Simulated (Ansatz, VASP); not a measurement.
# One calculation of MnS, two programs

The input INCAR:

```
PREC     = Accurate       # precision mode
ENCUT    = 520            # plane-wave cutoff, eV
EDIFF    = 1E-6           # SCF threshold, eV
ISMEAR   = 0              # smearing method
SIGMA    = 0.05           # smearing width, eV
LREAL    = F              # projectors in reciprocal space
LASPH    = T              # aspherical terms in the spheres
NELM     = 150            # most SCF steps
ALGO     = Normal         # electronic algorithm
ISIF     = 2              # what is computed and relaxed
LWAVE    = F              # write WAVECAR
LCHARG   = F              # write CHGCAR
ISPIN    = 2              # spin polarisation
MAGMOM   = 4.79 -4.79 0 0 # initial moments
LORBIT   = 11             # projections on sites
LMAXMIX  = 4              # l up to which the mixer works
LDAU     = T              # DFT+U
LDAUTYPE = 2            
LDAUL    = 2 -1           # shell
LDAUU    = 6 0            # U, eV
LDAUJ    = 0 0          
LDAUPRINT= 1            
GGA      = PE             # functional
NBANDS   = 31             # bands
```

KPOINTS

```
Automatic mesh
0
Gamma
  6 6 6
```

POSCAR

```
MnS
1.0
    0.0000000000      2.8000000000      2.8000000000
    5.6000000000      2.8000000000      2.8000000000
    5.6000000000      5.6000000000      0.0000000000
Mn S
2 2
Direct
    0.0000000000      0.0000000000      0.0000000000
    0.0000000000      0.0000000000      0.5000000000
    0.7500000000      0.7500000000      0.0000000000
    0.7500000000      0.7500000000      0.5000000000
```

Input for Ansatz:

```yaml
crystal:
  lattice:
    - [0.0, 2.8, 2.8]
    - [5.6, 2.8, 2.8]
    - [5.6, 5.6, 0.0]
  atoms:
    - { symbol: Mn, position: [0.0, 0.0, 0.0], spin: 5.0 }
    - { symbol: S, position: [0.75, 0.75, 0.0] }
    - { symbol: Mn, position: [0.0, 0.0, 0.5], spin: -5.0 }
    - { symbol: S, position: [0.75, 0.75, 0.5] }
basis:
  ecutwfc: 420
  ecutrho_ratio: 4
kpoints:
  mp_grid: { grid: [6, 6, 6] }
hamiltonian:
  xc: pbe
  hubbard:
    sites:
      - { site: 0, l: d, u_eff: 6.0, starting_ns: [{ spin: up, occupation_matrix: s0up }, { spin: down, occupation_matrix: s0down }] }
      - { site: 2, l: d, u_eff: 6.0, starting_ns: [{ spin: up, occupation_matrix: s2up }, { spin: down, occupation_matrix: s2down }] }
    occupation_matrices:
      s0up:
        matrix:
          - [0.97, 0.0, 0.0, 0.0, 0.0]
          - [0.0, 0.97, 0.0, 0.0, 0.0]
          - [0.0, 0.0, 0.97, 0.0, 0.0]
          - [0.0, 0.0, 0.0, 0.97, 0.0]
          - [0.0, 0.0, 0.0, 0.0, 0.97]
      s0down:
        matrix:
          - [0.02, 0.0, 0.0, 0.0, 0.0]
          - [0.0, 0.02, 0.0, 0.0, 0.0]
          - [0.0, 0.0, 0.02, 0.0, 0.0]
          - [0.0, 0.0, 0.0, 0.02, 0.0]
          - [0.0, 0.0, 0.0, 0.0, 0.02]
      s2up:
        matrix:
          - [0.02, 0.0, 0.0, 0.0, 0.0]
          - [0.0, 0.02, 0.0, 0.0, 0.0]
          - [0.0, 0.0, 0.02, 0.0, 0.0]
          - [0.0, 0.0, 0.0, 0.02, 0.0]
          - [0.0, 0.0, 0.0, 0.0, 0.02]
      s2down:
        matrix:
          - [0.97, 0.0, 0.0, 0.0, 0.0]
          - [0.0, 0.97, 0.0, 0.0, 0.0]
          - [0.0, 0.0, 0.97, 0.0, 0.0]
          - [0.0, 0.0, 0.0, 0.97, 0.0]
          - [0.0, 0.0, 0.0, 0.0, 0.97]
    ns_hold: { iters: 5 }
scf:
  occupations: { method: gaussian, width: 0.05 }
  lower_state_search: "off"
  max_iter: 150
output:
  forces: true
  stress: true
  eigenvalues: true
  populations: true
  hubbard: { sites: [{ site: 0, l: d }, { site: 2, l: d }] }
magnetization:
  spin_polarized: true
```

Alike in both runs: task single point; functional PBE; k mesh 6 × 6 × 6; occupations gaussian, width 0.05 eV; collinear spin; Hubbard terms Mn d U = 6.0 eV.

|  | VASP | Ansatz |
| --- | --- | --- |
| version | VASP 6.6.1 | Ansatz 0.2.0 |
| potentials or method | VASP PAW PBE potentials, release 64 (Mn_pv, S), cutoff 520 eV | scalar-relativistic, plane waves, PAW |
| valence electrons in the cell | 38 | 42 |

```tsv
	VASP	Ansatz	Ansatz less VASP
gap on the k mesh at the Fermi level (eV)	2.90	2.87	-0.035
least direct gap on the mesh (eV)	2.90	2.87	-0.035
pressure (GPa)	5.3	5.3	+0.05
net moment per atom (μB)	0.00	0.00	0.000
size of the moment on the site where the two differ most (μB)	4.59	4.35	-0.232
```

Site moments also hang on the region over which each program counts them. The programs project onto different local orbitals, so the same U acts differently, and such runs can settle in different states. VASP's potentials hold 38 valence electrons a cell and Ansatz's 42, so a difference there can come from the potentials and not from the codes.
